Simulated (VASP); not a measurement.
# Cu (Fm-3m) in VASP: notebook

The runs below take Cu through single point, with r2SCAN.

Program: VASP 6.6.1. These are calculated values, not measurements. Logs are shortened: lines on timing, memory, paths and dates and some standing lists are left out, and cuts for length are marked.

**1. The cell of the first run**

Symmetry: Fm-3m, No. 225, cubic system. Conventional cell: a = 3.577 Å, b = 3.577 Å, c = 3.577 Å, α = 90.00°, β = 90.00°, γ = 90.00°. Within 3.3 Å of Cu (site symmetry m-3m) lie 12 Cu at 2.53 Å.

**2. Single point, r2SCAN**

POSCAR reads:

```
Cu
1.0
    0.0000000000      1.7885820473      1.7885820473
    1.7885820473      0.0000000000      1.7885820473
    1.7885820473      1.7885820473      0.0000000000
Cu
1
Direct
    0.0000000000      0.0000000000      0.0000000000
```

INCAR.step1 reads:

```
SYSTEM = Cu
PREC     = Accurate       ! precision mode
ENCUT    = 520            ! plane-wave cutoff, eV
ISMEAR   = 0              ! smearing method
SIGMA    = 0.05           ! smearing width, eV
LREAL    = .False.        ! projectors in reciprocal space
LASPH    = .True.         ! aspherical terms in the spheres
NELM     = 60             ! most SCF steps
NBANDS   = 12             ! bands
GGA      = PE             ! functional
ALGO     = Normal         ! electronic algorithm
EDIFF    = 1E-4           ! SCF threshold, eV
LWAVE    = .True.         ! write WAVECAR
LCHARG   = .False.        ! write CHGCAR
```

INCAR.step2 reads:

```
SYSTEM = Cu
PREC     = Accurate       ! precision mode
ENCUT    = 520            ! plane-wave cutoff, eV
EDIFF    = 1E-6           ! SCF threshold, eV
ISMEAR   = 0              ! smearing method
SIGMA    = 0.05           ! smearing width, eV
LREAL    = .False.        ! projectors in reciprocal space
LASPH    = .True.         ! aspherical terms in the spheres
NELM     = 60             ! most SCF steps
ALGO     = Normal         ! electronic algorithm
ISIF     = 2              ! what is computed and relaxed
LWAVE    = .False.        ! write WAVECAR
LCHARG   = .False.        ! write CHGCAR
METAGGA  = R2SCAN         ! meta-GGA
LMIXTAU  = .True.       
NBANDS   = 12             ! bands
ISTART   = 1
```

KPOINTS reads:

```
Automatic mesh
0
Gamma
  20 20 20
  0 0 0
```

Potentials or basis: VASP PAW PBE potentials, release 64 (Cu).

Command:

```console
cat potpaw_PBE.64/Cu/POTCAR > POTCAR
cp INCAR.step1 INCAR
mpirun -np 1 vasp_std > vasp.out
cp INCAR.step2 INCAR
mpirun -np 1 vasp_std > vasp.out
```

OUTCAR:

```text
SYSTEM = Cu
   PREC = Accurate
   ENCUT = 520
   EDIFF = 1E-6
   ISMEAR = 0
   LREAL = .False.
   LASPH = .True.
   NELM = 60
   ISIF = 2
   METAGGA = R2SCAN
   ISTART = 1

 ion  position               nearest neighbor table
   1  0.000  0.000  0.000-

  LATTYP: Found a face centered cubic cell.
 ALAT       =     3.5771640946

  Lattice vectors:

 A1 = (   0.0000000000,   1.7885820473,   1.7885820473)
 A2 = (   1.7885820473,   0.0000000000,   1.7885820473)
 A3 = (   1.7885820473,   1.7885820473,   0.0000000000)

Analysis of symmetry for initial positions (statically):
=====================================================================
 Subroutine PRICEL returns:
 Original cell was already a primitive cell.

 Routine SETGRP: Setting up the symmetry group for a
 face centered cubic supercell.

 Subroutine GETGRP returns: Found 48 space group operations
 (whereof 48 operations were pure point group operations)
 out of a pool of 48 trial point group operations.

The static configuration has the point symmetry O_h .

Analysis of symmetry for dynamics (positions and initial velocities):
=====================================================================
 Subroutine PRICEL returns:
 Original cell was already a primitive cell.

 Routine SETGRP: Setting up the symmetry group for a
 face centered cubic supercell.

 Subroutine GETGRP returns: Found 48 space group operations
 (whereof 48 operations were pure point group operations)
 out of a pool of 48 trial point group operations.

The dynamic configuration has the point symmetry O_h .

 Subroutine INISYM returns: Found 48 space group operations
 (whereof 48 operations are pure point group operations),
 and found     1 'primitive' translations

----------------------------------------------------------------------------------------

                                     Primitive cell

  volume of cell :      11.4434

  direct lattice vectors                    reciprocal lattice vectors
     0.000000000  1.788582047  1.788582047    -0.279551056  0.279551056  0.279551056
     1.788582047  0.000000000  1.788582047     0.279551056 -0.279551056  0.279551056
     1.788582047  1.788582047  0.000000000     0.279551056  0.279551056 -0.279551056

  length of vectors
     2.529436989  2.529436989  2.529436989     0.484196632  0.484196632  0.484196632

  position of ions in fractional coordinates (direct lattice)
     0.000000000  0.000000000  0.000000000

  ion indices of the primitive-cell ions
   primitive index   ion index
                 1           1

----------------------------------------------------------------------------------------

 KPOINTS: Automatic mesh

Automatic generation of k-mesh.
 Grid dimensions read from file:
 generate k-points for:   20   20   20

 Generating k-lattice:

  Cartesian coordinates                     Fractional coordinates (reciprocal lattice)
    -0.013977553  0.013977553  0.013977553     0.050000000  0.000000000  0.000000000
     0.013977553 -0.013977553  0.013977553     0.000000000  0.050000000  0.000000000
     0.013977553  0.013977553 -0.013977553     0.000000000  0.000000000  0.050000000

  Length of vectors
     0.024209832  0.024209832  0.024209832

  Shift w.r.t. Gamma in fractional coordinates (k-lattice)
     0.000000000  0.000000000  0.000000000

 Subroutine IBZKPT returns following result:
 ===========================================

 Found    256 irreducible k-points:

 Following reciprocal coordinates:
            Coordinates               Weight
  0.000000  0.000000  0.000000      1.000000
  0.050000  0.000000  0.000000      8.000000
  0.100000  0.000000  0.000000      8.000000
  0.150000  0.000000  0.000000      8.000000
  0.200000  0.000000  0.000000      8.000000
  0.250000  0.000000  0.000000      8.000000
[... 16 lines left out ...]
 -0.400000  0.050000  0.000000     24.000000
 -0.350000  0.050000  0.000000     24.000000
 [... further k-points ...]
   k-points           NKPTS =    256   k-points in BZ     NKDIM =    256   number of bands    NBANDS=     12
   number of dos      NEDOS =    301   number of ions     NIONS =      1
   total plane-waves  NPLWV =   8000
   dimension x,y,z NGX =    20 NGY =   20 NGZ =   20
   dimension x,y,z NGXF=    40 NGYF=   40 NGZF=   40
   ions per type =               1
   NGX,Y,Z   is equivalent  to a cutoff of  13.14, 13.14, 13.14 a.u.
   NGXF,Y,Z  is equivalent  to a cutoff of  26.29, 26.29, 26.29 a.u.
 SYSTEM =  Cu
   PREC   = accura    normal or accurate (medium, high low for compatibility)
   ISTART =      1    job   : 0-new  1-cont  2-samecut
   ICHARG =      0    charge: 1-file 2-atom 10-const
   ISPIN  =      1    spin polarized calculation?
   LNONCOLLINEAR =      F non collinear calculations
   LSORBIT =      F    spin-orbit coupling
   LASPH  =      T    aspherical Exc in radial PAW
   ENCUT  =  520.0 eV  38.22 Ry    6.18 a.u.   4.70  4.70  4.70*2*pi/ulx,y,z
   NELM   =     60;   NELMIN=  2; NELMDL=  0     # of ELM steps
   EDIFF  = 0.1E-05   stopping-criterion for ELM
   LREAL  =      F    real-space projection
   EDIFFG = 0.1E-04   stopping-criterion for IOM
   NSW    =      0    number of steps for IOM
   IBRION =     -1    ionic relax: 0-MD 1-quasi-New 2-CG
   NFREE  =      0    steps in history (QN), initial steepest desc. (CG)
   ISIF   =      2    stress and relaxation
   ISYM   =      2    0-nonsym 1-usesym 2-fastsym
   POTIM  = 0.5000    time-step for ionic-motion
   TEBEG  =    0.0;   TEEND  =   0.0 temperature during run
   PSTRESS=    0.0 pullay stress
   NELECT =      11.0000    total number of electrons
   NUPDOWN=      -1.0000    fix difference up-down
   EMIN   =  10.00;   EMAX   =-10.00  energy-range for DOS
   EFERMI =   0.00;   METHOD = LEGACY
   ISMEAR =     0;   SIGMA  =   0.05  broadening in eV -4-tet -1-fermi 0-gaus
   EFERMI_NEDOS =   21; number of points for ismear=-14 and -15
   IALGO  =     38    algorithm
   IMIX   =      4    mixing-type and parameters
     AMIX     =   0.40;   BMIX     =  1.00
     AMIX_MAG =   1.60;   BMIX_MAG =  1.00
  volume/ion in A,a.u.               =      11.44        77.22
  Fermi-wavevector in a.u.,A,eV,Ry     =   1.615673  3.053180 35.516648  2.610400
  Thomas-Fermi vector in A             =   2.710383
   LORBIT       =      0    0 simple, 1 ext, 2 COOP (PROOUT), +10 PAW based schemes
   METAGGA = R2SCAN    functional components
   LHFCALC =     F    Hartree Fock is set to
   AEXX    =    0.0000 exact exchange contribution
   IVDW    =     0    specifies the selected vdW correction
   LEPSILON=     F    determine dielectric tensor
   LRPA    =     F    only Hartree local field effects (RPA)
 non-spin polarized calculation
 Gauss-broadening in eV      SIGMA  =   0.05
  energy-cutoff  :      520.00
  volume of cell :       11.44
 maximum number of plane-waves:       331
   NGX =  9   NGY =  9   NGZ =  9

 number of electron      11.0000012 magnetization

 Free energy of the ion-electron system (eV)
  ---------------------------------------------------
  ext. energy  EPLUGINS =         0.00000000
  ---------------------------------------------------
  free energy    TOTEN  =       -10.82772139 eV

  energy without entropy =      -10.82744282  energy(sigma->0) =      -10.82758210

 E-fermi :   7.7586     XC(G=0): -13.9577

 val. band max:        7.7581510635   @ k =   0.5000   0.2500   0.1000
 cond. band min:       7.8050099782   @ k =  -0.4500   0.1000   0.0000
 fundamental gap:      0.0468589147
 Fermi energy:         7.7585678120

 k-point     1 :       0.0000    0.0000    0.0000
  band No.  band energies     occupation
      1      -2.1280      2.00000
      2       4.5573      2.00000
      3       4.5573      2.00000
      4       4.5573      2.00000
      5       5.4149      2.00000
      6       5.4149      2.00000
      7      31.4367      0.00000
      8      34.7218      0.00000
      9      34.7218      0.00000
     10      34.7222      0.00000
     11      37.1384      0.00000
     12      37.1385      0.00000

 k-point     2 :       0.0500    0.0000    0.0000
  band No.  band energies     occupation
      1      -2.0310      2.00000
      2       4.5359      2.00000
      3       4.5759      2.00000
      4       4.5760      2.00000
      5       5.4073      2.00000
      6       5.4074      2.00000
      7      30.9754      0.00000
      8      33.3272      0.00000
      9      34.3782      0.00000
     10      34.3785      0.00000
     11      37.6158      0.00000
     12      37.6158      0.00000

 k-point     3 :       0.1000    0.0000    0.0000
  band No.  band energies     occupation
      1      -1.7429      2.00000
      2       4.4765      2.00000
      3       4.6256      2.00000
      4       4.6257      2.00000
      5       5.3905      2.00000
      6       5.3905      2.00000
      7      29.0255      0.00000
      8      32.4371      0.00000
      9      33.7346      0.00000
     10      33.7348      0.00000
     11      38.6217      0.00000
     12      38.6218      0.00000
[... 286 lines left out ...]
 k-point    23 :      -0.4000    0.0500    0.0000
  band No.  band energies     occupation
      1       2.2606      2.00000
      2       4.5174      2.00000
      3       4.5674      2.00000
      4       5.3047      2.00000
      5       5.8991      2.00000
      6       6.3955      2.00000
      7      13.6660      0.00000
      8      28.8303      0.00000
      9      30.8953      0.00000
     10      31.8285      0.00000
     11      34.6615      0.00000
     12      36.1380      0.00000

 k-point    24 :      -0.3500    0.0500    0.0000
  band No.  band energies     occupation
      1       1.9003      2.00000
      2       4.5728      2.00000
      3       4.6153      2.00000
      4       4.7512      2.00000
      5       5.7611      2.00000
      6       6.0645      2.00000
      7      15.6071      0.00000
      8      28.7931      0.00000
      9      31.2817      0.00000
     10      32.6035      0.00000
     11      34.7343      0.00000
     12      36.6173      0.00000

 [... further k-points ...]

------------------------ aborting loop because EDIFF is reached ----------------------------------------

  FORCE on cell =-STRESS in cart. coord.  units (eV):
  Direction    XX          YY          ZZ          XY          YZ          ZX
  --------------------------------------------------------------------------------------
  -------------------------------------------------------------------------------------
  Total        0.0305961      0.0305961      0.0305961     -0.0000000     -0.0000000      0.0000000
  in kB        4.2837125      4.2837125      4.2837125     -0.0000000     -0.0000000      0.0000000
  external PRESSURE =       4.2837125 kB  Pullay stress =       0.0000000 kB

 VOLUME and BASIS-vectors are now :
 -----------------------------------------------------------------------------
  energy-cutoff  :      520.00
  volume of cell :       11.44
      direct lattice vectors                 reciprocal lattice vectors
     0.000000000  1.788582047  1.788582047    -0.279551056  0.279551056  0.279551056
     1.788582047  0.000000000  1.788582047     0.279551056 -0.279551056  0.279551056
     1.788582047  1.788582047  0.000000000     0.279551056  0.279551056 -0.279551056

 POSITION                                       TOTAL-FORCE (eV/Angst)
 -----------------------------------------------------------------------------------
      0.00000      0.00000      0.00000         0.000000     -0.000000     -0.000000
 -----------------------------------------------------------------------------------
    total drift:                                0.000000      0.000000      0.000000

  FREE ENERGIE OF THE ION-ELECTRON SYSTEM (eV)
  ---------------------------------------------------
  free  energy   TOTEN  =       -10.8277213866 eV

  energy  without entropy=      -10.8274428193  energy(sigma->0) =      -10.82758210
```

Run time: 78 s. Hardware: 1 thread of Intel Xeon Platinum 8488C (Sapphire Rapids), shared host; peak memory 0.15 GiB.

Results:

```
Free energy : -10.8277 eV
Pressure    : 0.4 GPa
```

Levels at points of the mesh, in eV from the Fermi level:
```
           k point  band 4  band 5  band 6  band 7  band 8  band 9
(0.00, 0.00, 0.00)   -3.20   -2.34   -2.34   23.68   26.96   26.96
(0.50, 0.00, 0.00)   -1.73   -1.73   -1.11    4.17   22.17   23.69
(0.50, 0.50, 0.00)   -1.57   -1.57    1.60    7.69   14.05   14.05
```

Caveat: the PAW data sets were made with another functional, which shifts forces and pressure a little.

[end of part 1 of 2]
